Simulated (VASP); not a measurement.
Crystal: BeS.

```
Be S
1.0
     0.00000    2.43431    2.43431
     2.43431    0.00000    2.43431
     2.43431    2.43431    0.00000
Be S
1 1
Direct
  0.00000 0.00000 0.00000
  0.25000 0.25000 0.25000
```

Program: VASP 6.6.1. Alike in all runs: potentials or basis VASP PAW PBE potentials, release 64 (Be, S); no spin polarisation; cell as given; cutoff (eV) 520. Hardware: 1 thread of Intel Xeon 8259CL, with other jobs on the host.

Task: Order these runs on this cell by their wall time, lowest first.
A. task single point; level r2SCAN; k mesh 10 × 10 × 10; smearing gaussian 0.01 eV
B. task single point; level PBE; k mesh 10 × 10 × 10; smearing fermi-dirac 0.02 eV
C. task dielectric tensor; level PBE; k mesh 8 × 8 × 8; smearing gaussian 0.01 eV

Result: B (21 s), A (98 s), C (210 s).
